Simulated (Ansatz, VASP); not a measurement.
Li: VASP beside Ansatz

INCAR

```
SYSTEM = Li
  PREC = Accurate
  ENCUT = 750
  EDIFF = 1E-6
  ISMEAR = 0
  SIGMA = 0.1
  LREAL = .FALSE.
  LASPH = .TRUE.
  NELM = 120
  ALGO = Normal
  ISIF = 2
  LWAVE = .FALSE.
  LCHARG = .TRUE.
  GGA = PE
  LELF = .TRUE.
  LVHAR = .TRUE.
  NBANDS = 8
  GGA_COMPAT = .FALSE.
```

Contents of KPOINTS:

```
Automatic mesh
0
G
  8 8 8
  0 0 0
```

The input POSCAR:

```
Li
1.0
    0.0000000000      1.9061199242      1.9061199242
    1.9061199242      0.0000000000      1.9061199242
    1.9061199242      1.9061199242      0.0000000000
Li
1
Direct
    0.0000000000      0.0000000000      0.0000000000
```

Input for Ansatz:

```yaml
crystal:
  lattice:
    - [0.0, 1.9061199242, 1.9061199242]
    - [1.9061199242, 0.0, 1.9061199242]
    - [1.9061199242, 1.9061199242, 0.0]
  atoms:
    - { symbol: Li, position: [0.0, 0.0, 0.0] }
basis:
  ecutwfc: 420
kpoints:
  mp_grid: { grid: [8, 8, 8] }
hamiltonian:
  xc: pbe
scf:
  occupations: { method: gaussian, width: 0.1 }
output:
  forces: true
  stress: true
  eigenvalues: true
```

Alike in both runs: task single point; functional PBE; k mesh 8 × 8 × 8; occupations gaussian, width 0.1 eV; no spin polarisation.

|  | VASP | Ansatz |
| --- | --- | --- |
| version | VASP 6.6.1 | Ansatz 0.2.0 |
| potentials or method | VASP PAW PBE potentials, release 64 (Li_sv), cutoff 750 eV | scalar-relativistic, plane waves, PAW |
| valence electrons in the cell | 3 | 3 |

Ansatz gave:

| Item | Value |
| --- | --- |
| gap on the k mesh at the Fermi level (eV) | none |
| pressure (GPa) | 10.0 |

Problem. What did VASP give for the same quantities?

Solution. gap on the k mesh at the Fermi level (eV): none; pressure (GPa): 9.7.

A gap of «none» marks a metal or a gap that the smearing closes.
